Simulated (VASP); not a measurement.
# Br (Fd-3m) in VASP: further runs

Runs on Br. Level: PBE. Tasks: relaxation of cell and atoms.

Program: VASP 6.6.1. These are calculated values, not measurements. Logs are shortened: lines on timing, memory, paths and dates and some standing lists are left out, and cuts for length are marked.

## Step 1: The cell of the first run

It takes space group Fd-3m (No. 227, cubic). Conventional cell: a = 6.480 Å, b = 6.480 Å, c = 6.480 Å, α = 90.00°, β = 90.00°, γ = 90.00°. Within 3.7 Å of Br (site symmetry -43m) lie 4 Br at 2.81 Å.

## Step 2: Relaxation of cell and atoms, PBE, target pressure 10 GPa, at which the enthalpy is minimised

File INCAR:

```
ALGO     = Normal         # electronic algorithm
EDIFF    = 1E-7           # SCF threshold, eV
EDIFFG   = -0.03          # ionic threshold
ENCUT    = 500            # plane-wave cutoff, eV
GGA      = PE             # functional
GGA_COMPAT= False        
IBRION   = 2              # ionic algorithm
ISIF     = 3              # what is computed and relaxed
ISMEAR   = 0              # smearing method
LASPH    = True           # aspherical terms in the spheres
LCHARG   = False          # write CHGCAR
LREAL    = False          # projectors in reciprocal space
LWAVE    = False          # write WAVECAR
NELM     = 120            # most SCF steps
NELMIN   = 4            
NSW      = 80             # ionic steps
PREC     = Accurate       # precision mode
PSTRESS  = 100.0        
SIGMA    = 0.02           # smearing width, eV
```

File KPOINTS:

```
k-points
0
Gamma
  6 6 6
```

File POSCAR:

```
Br
1.0
    0.0000000000      3.2400000000      3.2400000000
    3.2400000000      0.0000000000      3.2400000000
    3.2400000000      3.2400000000      0.0000000000
Br
2
Direct
    1.0000000000      1.0000000000      1.0000000000
    0.2500000000      0.2500000000      0.2500000000
```

Potentials or basis: VASP PAW PBE potentials, release 64 (Br).

Run with:

```bash
cat potpaw_PBE.64/Br/POTCAR > POTCAR
mpirun -np 1 vasp_std > vasp.out
```

OUTCAR:

```text
EDIFF = 1E-7
   EDIFFG = -0.03
   ENCUT = 500
   GGA = PE
   IBRION = 2
   ISIF = 3
   ISMEAR = 0
   LASPH = True
   LREAL = False
   NELM = 120
   NELMIN = 4
   NSW = 80
   PREC = Accurate
   PSTRESS = 100.0

 ion  position               nearest neighbor table
   1  0.000  0.000  0.000-
   2  0.250  0.250  0.250-

  LATTYP: Found a face centered cubic cell.
 ALAT       =     6.4800000000

  Lattice vectors:

 A1 = (   0.0000000000,   3.2400000000,   3.2400000000)
 A2 = (   3.2400000000,   0.0000000000,   3.2400000000)
 A3 = (   3.2400000000,   3.2400000000,   0.0000000000)

Analysis of symmetry for initial positions (statically):
=====================================================================
 Subroutine PRICEL returns:
 Original cell was already a primitive cell.

 Routine SETGRP: Setting up the symmetry group for a
 face centered cubic supercell.

 Subroutine GETGRP returns: Found 48 space group operations
 (whereof 24 operations were pure point group operations)
 out of a pool of 48 trial point group operations.

The static configuration has the point symmetry T_d .
 The point group associated with its full space group is O_h .

Analysis of symmetry for dynamics (positions and initial velocities):
=====================================================================
 Subroutine PRICEL returns:
 Original cell was already a primitive cell.

 Routine SETGRP: Setting up the symmetry group for a
 face centered cubic supercell.

 Subroutine GETGRP returns: Found 48 space group operations
 (whereof 24 operations were pure point group operations)
 out of a pool of 48 trial point group operations.

The dynamic configuration has the point symmetry T_d .
 The point group associated with its full space group is O_h .

 Subroutine INISYM returns: Found 48 space group operations
 (whereof 24 operations are pure point group operations),
 and found     1 'primitive' translations

----------------------------------------------------------------------------------------

                                     Primitive cell

  volume of cell :      68.0244

  direct lattice vectors                    reciprocal lattice vectors
     0.000000000  3.240000000  3.240000000    -0.154320988  0.154320988  0.154320988
[... 63 lines left out ...]
   dimension x,y,z NGXF=    72 NGYF=   72 NGZF=   72
   ions per type =               2
   NGX,Y,Z   is equivalent  to a cutoff of  13.06, 13.06, 13.06 a.u.
   NGXF,Y,Z  is equivalent  to a cutoff of  26.12, 26.12, 26.12 a.u.
 SYSTEM =  unknown system
   PREC   = accura    normal or accurate (medium, high low for compatibility)
   ISTART =      0    job   : 0-new  1-cont  2-samecut
   ICHARG =      2    charge: 1-file 2-atom 10-const
   ISPIN  =      1    spin polarized calculation?
   LNONCOLLINEAR =      F non collinear calculations
   LSORBIT =      F    spin-orbit coupling
   LASPH  =      T    aspherical Exc in radial PAW
   ENCUT  =  500.0 eV  36.75 Ry    6.06 a.u.   8.35  8.35  8.35*2*pi/ulx,y,z
   NELM   =    120;   NELMIN=  4; NELMDL= -5     # of ELM steps
   EDIFF  = 0.1E-06   stopping-criterion for ELM
   LREAL  =      F    real-space projection
   EDIFFG = -.3E-01   stopping-criterion for IOM
   NSW    =     80    number of steps for IOM
   IBRION =      2    ionic relax: 0-MD 1-quasi-New 2-CG
   NFREE  =      1    steps in history (QN), initial steepest desc. (CG)
   ISIF   =      3    stress and relaxation
   ISYM   =      2    0-nonsym 1-usesym 2-fastsym
   POTIM  = 0.5000    time-step for ionic-motion
   TEBEG  =    0.0;   TEEND  =   0.0 temperature during run
   PSTRESS=  100.0 pullay stress
   NELECT =      14.0000    total number of electrons
   NUPDOWN=      -1.0000    fix difference up-down
   EMIN   =  10.00;   EMAX   =-10.00  energy-range for DOS
   EFERMI =   0.00;   METHOD = LEGACY
   ISMEAR =     0;   SIGMA  =   0.02  broadening in eV -4-tet -1-fermi 0-gaus
   EFERMI_NEDOS =   21; number of points for ismear=-14 and -15
   IALGO  =     38    algorithm
   IMIX   =      4    mixing-type and parameters
     AMIX     =   0.40;   BMIX     =  1.00
     AMIX_MAG =   1.60;   BMIX_MAG =  1.00
  volume/ion in A,a.u.               =      34.01       229.53
  Fermi-wavevector in a.u.,A,eV,Ry     =   0.966561  1.826535 12.711103  0.934240
  Thomas-Fermi vector in A             =   2.096373
   LORBIT       =      0    0 simple, 1 ext, 2 COOP (PROOUT), +10 PAW based schemes
   GGA     = PE    functional components
   LHFCALC =     F    Hartree Fock is set to
   AEXX    =    0.0000 exact exchange contribution
   IVDW    =     0    specifies the selected vdW correction
   LEPSILON=     F    determine dielectric tensor
   LRPA    =     F    only Hartree local field effects (RPA)
 conjugate gradient relaxation of ions
 non-spin polarized calculation
 Gauss-broadening in eV      SIGMA  =   0.02
  energy-cutoff  :      500.00
  volume of cell :       68.02
 maximum number of plane-waves:      1759
 NGX is ok and might be reduce to    36
   NGX = 17   NGY = 17   NGZ = 17

--------------------------------------- Ionic step        1  -------------------------------------------

 number of electron      14.0000002 magnetization

 Free energy of the ion-electron system (eV)
  ---------------------------------------------------
  ext. energy  EPLUGINS =         0.00000000
  ---------------------------------------------------
  free energy    TOTEN  =        -1.72408048 eV

  energy without entropy =       -1.72278652  energy(sigma->0) =       -1.72343350

------------------------ aborting loop because EDIFF is reached ----------------------------------------

  FORCE on cell =-STRESS in cart. coord.  units (eV):
  Direction    XX          YY          ZZ          XY          YZ          ZX
  --------------------------------------------------------------------------------------
  -------------------------------------------------------------------------------------
  Total        2.6989380      2.6989380      2.6989380      0.0000000     -0.0000000      0.0000000
  in kB       63.5679879     63.5679879     63.5679879      0.0000000     -0.0000000      0.0000000
  external PRESSURE =     -36.4320121 kB  Pullay stress =     100.0000000 kB
[... 63 lines left out ...]
--------------------------------------- Ionic step        3  -------------------------------------------

 number of electron      13.9999998 magnetization

 Free energy of the ion-electron system (eV)
  ---------------------------------------------------
  ext. energy  EPLUGINS =         0.00000000
  ---------------------------------------------------
  free energy    TOTEN  =        -1.47491685 eV

  energy without entropy =       -1.47306594  energy(sigma->0) =       -1.47399140

 E-fermi :   1.4714     XC(G=0):  -8.0170

 val. band max:        1.4271526324   @ k =  -0.3333   0.3333   0.0000
 cond. band min:       1.4817845873   @ k =  -0.3333   0.1667   0.0000
 fundamental gap:      0.0546319549
 Fermi energy:         1.4713809536

 k-point     1 :       0.0000    0.0000    0.0000
  band No.  band energies     occupation
      1     -15.5109      2.00000
      2     -11.6500      2.00000
      3      -2.6756      2.00000
      4      -2.6756      2.00000
      5      -2.6756      2.00000
      6      -0.1192      2.00000
      7      -0.1192      2.00000
      8      -0.1192      2.00000
      9       6.1921      0.00000
     10       9.7541      0.00000
     11       9.7541      0.00000
[... 241 lines left out ...]
  energy  without entropy=       -1.4730659389  energy(sigma->0) =       -1.47399140

  enthalpy is  TOTEN    =         2.4628166328 eV   P V=        3.9377334860

 reached required accuracy - stopping structural energy minimisation
```

OSZICAR:

```text
N       E                     dE             d eps       ncg     rms          rms(c)
DAV:   1     0.769857690282E+02    0.76986E+02   -0.58076E+03   352   0.103E+03
DAV:   2     0.320161966755E+01   -0.73784E+02   -0.71685E+02   588   0.169E+02
DAV:   3    -0.167362298330E+01   -0.48752E+01   -0.47883E+01   418   0.486E+01
[... 25 lines left out ...]
DAV:   4    -0.147499736175E+01    0.13337E-03   -0.10047E-03   352   0.265E-01    0.133E-01
DAV:   5    -0.147491169675E+01    0.85665E-04   -0.27647E-04   376   0.104E-01    0.128E-02
DAV:   6    -0.147491629805E+01   -0.46013E-05   -0.58342E-06   363   0.200E-02    0.180E-02
DAV:   7    -0.147491685430E+01   -0.55626E-06   -0.86043E-07   358   0.797E-03    0.307E-03
DAV:   8    -0.147491685319E+01    0.11181E-08   -0.49465E-08   265   0.194E-03
   3 F= 0.24628166E+01 E0= 0.24637421E+01  d E =-.588531E-01
```

Run time: 14 s. Hardware: 1 thread of Intel Xeon 6975P-C (Granite Rapids), shared host; peak memory 0.2 GiB.

Results:

| Quantity | Value |
| --- | --- |
| Free energy | -1.4749 eV |
| Relaxed volume | 31.54 Å³/atom |
| Relaxed cell | a = 4.468 Å, b = 4.468 Å, c = 4.468 Å, α = 60.00°, β = 60.00°, γ = 60.00° |
| Space group after relaxing (to 0.1 Å) | Fd-3m (No. 227) |
| Energy change on relaxing (the run minimises the enthalpy) | +124.6 meV/atom |
| Ionic steps | 3 |
| Pressure after relaxing | 10.0 GPa |
| Band gap on the k mesh | zero (bands 7 and 8 overlap by 2.20 eV) |

Step by step:
```
step  energy change (eV)  largest force (eV/Å)  pressure (GPa)  volume (Å³)
   1              0.0000                0.0000            6.36        68.02
   2              0.4149                0.0000           12.26        60.69
   3              0.2492                0.0000            9.97        63.09
```

Final structure:
```
CELL_PARAMETERS angstrom
0.00000 3.15967 3.15967
3.15967 0.00000 3.15967
3.15967 3.15967 0.00000
ATOMIC_POSITIONS crystal
Br 0.00000 0.00000 0.00000
Br 0.25000 0.25000 0.25000
```

Caveat: the cell is relaxed towards a set pressure, so the run minimises the enthalpy, not the energy.

## Step 3: Relaxation of cell and atoms, PBE, target pressure 20 GPa, at which the enthalpy is minimised

File INCAR:

```
SYSTEM = Br
ALGO = Normal
EDIFF = 1E-7
EDIFFG = -0.03
ENCUT = 500
GGA = PE
GGA_COMPAT = .False.
IBRION = 2
ISIF = 3
ISMEAR = 0
LASPH = .True.
LCHARG = .False.
LREAL = .False.
LWAVE = .False.
NELM = 120
NELMIN = 4
NSW = 80
PREC = Accurate
PSTRESS = 200.0
SIGMA = 0.02
```

File KPOINTS:

```
k-points
0
Gamma
  6 6 6
  0 0 0
```

POSCAR is that of step 2.

Potentials or basis: VASP PAW PBE potentials, release 64 (Br).

Run with:

```bash
cat potpaw_PBE.64/Br/POTCAR > POTCAR
mpirun -np 1 vasp_std > vasp.out
```

Run time: 20 s. Hardware: 1 thread of Intel Xeon 6975P-C (Granite Rapids), shared host; peak memory 0.21 GiB.

Results (log left out):

```
Free energy                                                : -0.7352 eV
Relaxed volume                                             : 27.43 Å³/atom
Relaxed cell                                               : a = 4.265 Å, b = 4.265 Å, c = 4.265 Å, α = 60.00°, β = 60.00°, γ = 60.00°
Space group after relaxing (to 0.1 Å)                      : Fd-3m (No. 227)
Energy change on relaxing (the run minimises the enthalpy) : +494.5 meV/atom
Ionic steps                                                : 4
Pressure after relaxing                                    : 19.9 GPa
Band gap on the k mesh                                     : zero (bands 7 and 8 overlap by 2.84 eV)
```

The path:
| step | energy change (eV) | largest force (eV/Å) | pressure (GPa) | volume (Å³) |
| --- | --- | --- | --- | --- |
| 1 | 0.0000 | 0.0000 | 6.36 | 68.02 |
| 2 | 3.3308 | 0.0000 | 48.97 | 43.31 |
| 3 | 0.9225 | 0.0000 | 19.01 | 55.42 |
| 4 | 0.9889 | 0.0000 | 19.88 | 54.87 |

Final structure:
```yaml
crystal:
  lattice:
    - [0.00000, 3.01599, 3.01599]
    - [3.01599, 0.00000, 3.01599]
    - [3.01599, 3.01599, 0.00000]
  atoms:
    - { symbol: Br, position: [0.00000, 0.00000, 0.00000] }
    - { symbol: Br, position: [0.25000, 0.25000, 0.25000] }
```

Levels at points of the mesh, in eV from the Fermi level:
```
           k point  band 5  band 6  band 7  band 8  band 9  band 10
(0.00, 0.00, 0.00)   -4.93   -2.01   -2.01   -2.01    4.46     7.83
(0.50, 0.00, 0.00)   -5.56   -0.91   -0.91    0.26    6.96     7.28
(0.50, 0.50, 0.00)   -3.25   -3.25    0.83    0.83    6.17     6.17
```

Caveat: the cell is relaxed towards a set pressure, so the run minimises the enthalpy, not the energy; the volume moved by over 15 % at a fixed basis, so the end points are rough.

## Step 4: Relaxation of cell and atoms, PBE, target pressure 30 GPa, at which the enthalpy is minimised

File INCAR:

```
SYSTEM = Br
PREC = Accurate
ENCUT = 500
EDIFF = 1E-7
ISMEAR = 0
SIGMA = 0.02
LREAL = .FALSE.
LASPH = .TRUE.
NELM = 120
ALGO = Normal
ISIF = 3
LWAVE = .FALSE.
LCHARG = .FALSE.
GGA = PE
IBRION = 2
NSW = 80
EDIFFG = -0.03
PSTRESS = 300.0
GGA_COMPAT = .FALSE.
NELMIN = 4
```

File KPOINTS:

```
regular mesh
0
G
  6 6 6
  0 0 0
```

POSCAR is that of step 3.

Run with:

```bash
cat potpaw_PBE.64/Br/POTCAR > POTCAR
mpirun -np 1 vasp_std > vasp.out
```

Run time: 26 s. Hardware: 1 thread of Intel Xeon 6975P-C (Granite Rapids), shared host; peak memory 0.21 GiB.

Results (log left out):

```
Free energy                                                : 0.0525 eV
Relaxed volume                                             : 24.87 Å³/atom
Relaxed cell                                               : a = 4.128 Å, b = 4.128 Å, c = 4.128 Å, α = 60.00°, β = 60.00°, γ = 60.00°
Space group after relaxing (to 0.1 Å)                      : Fd-3m (No. 227)
Energy change on relaxing (the run minimises the enthalpy) : +888.3 meV/atom
Ionic steps                                                : 5
Pressure after relaxing                                    : 30.0 GPa
Band gap on the k mesh                                     : zero (bands 7 and 8 overlap by 3.37 eV)
```

The path:
```
step  energy change (eV)  largest force (eV/Å)  pressure (GPa)  volume (Å³)
   1              0.0000                0.0000            6.36        68.02
   2             11.1568                0.0000          159.52        29.61
   3              1.4032                0.0000           25.23        51.91
   4              1.6713                0.0000           28.67        50.31
   5              1.7766                0.0000           30.00        49.74
```

Final structure:
```cif
data_structure
_symmetry_space_group_name_H-M 'P 1'
_symmetry_Int_Tables_number 1
_cell_length_a 4.1280
_cell_length_b 4.1280
_cell_length_c 4.1280
_cell_angle_alpha 60.000
_cell_angle_beta 60.000
_cell_angle_gamma 60.000
_cell_volume 49.74
loop_
_atom_site_label
_atom_site_type_symbol
_atom_site_fract_x
_atom_site_fract_y
_atom_site_fract_z
_atom_site_occupancy
Br1 Br 0.00000 0.00000 0.00000 1
Br2 Br 0.25000 0.25000 0.25000 1
```

Levels at points of the mesh, in eV from the Fermi level:
```
           k point  band 3  band 4  band 5  band 6  band 7  band 8  band 9  band 10  band 11
(0.00, 0.00, 0.00)   -5.53   -5.53   -5.53   -2.34   -2.34   -2.34    4.26     7.50     7.50
(0.50, 0.00, 0.00)   -6.32   -6.32   -6.12   -1.10   -1.10    0.52    6.81     7.08     8.00
(0.50, 0.50, 0.00)   -7.19   -7.19   -3.60   -3.60    1.03    1.03    6.03     6.03     9.93
```

Caveat: the cell is relaxed towards a set pressure, so the run minimises the enthalpy, not the energy; the volume moved by over 15 % at a fixed basis, so the end points are rough.

## Step 5: The runs side by side

| cell | gap on the mesh (eV) | pressure (GPa) |
| --- | --- | --- |
| relaxed to 10 GPa | none | 10.0 |
| relaxed to 20 GPa | none | 19.9 |
| relaxed to 30 GPa | none | 30.0 |

Alike in all rows: task relaxation of cell and atoms; level PBE; potentials or basis VASP PAW PBE potentials, release 64 (Br); no spin polarisation; k mesh 6 × 6 × 6; cutoff (eV) 500; smearing gaussian 0.02 eV.

Caveats: the cell is relaxed towards a set pressure, so the run minimises the enthalpy, not the energy; the volume moved by over 15 % at a fixed basis, so the end points are rough (at least some runs).

Absolute energies hang on the potentials; compare differences alone.
